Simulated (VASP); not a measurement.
Write the native input for VASP 6.6.1 that does the following.

```
Task                   : single point
Functional             : LDA
Potentials or basis    : VASP PAW LDA potentials, release 64 (Bi_d)
Cutoff                 : 520 eV
k mesh                 : 16 × 16 × 16
Occupations            : gaussian, width 0.1 eV
Spin                   : no spin polarisation
Dipole correction      : no
Further INCAR settings : ALGO = Fast; EDIFF = 1e-06; NBANDS = 14
```

The structure of Bi lies in POSCAR:

```
Bi
1.0
   -1.9411403367      1.9411403367      1.9411403367
    1.9411403367     -1.9411403367      1.9411403367
    1.9411403367      1.9411403367     -1.9411403367
Bi
1
Direct
    0.0000000000      0.0000000000      0.0000000000
```

These files were run (other wordings do the same):

INCAR

```
PREC = Accurate
ENCUT = 520
EDIFF = 1E-6
ISMEAR = 0
SIGMA = 0.1
LREAL = F
LASPH = T
NELM = 100
ALGO = Fast
ISIF = 2
LWAVE = F
LCHARG = F
NBANDS = 14
```

KPOINTS

```
Automatic mesh
0
Gamma
  16 16 16
```

Potentials or basis: VASP PAW LDA potentials, release 64 (Bi_d).

Launch:

```bash
$ cat potpaw_LDA.64/Bi_d/POTCAR > POTCAR
$ mpirun -np 1 vasp_std > vasp.out
```

Results of the run:

```
Pressure : 0.1 GPa
```

It took 45 s on 1 thread of Intel(R) Xeon(R) Platinum 8375C CPU @ 2.90GHz (Ice Lake) (shared host), peak memory 0.17 GiB.
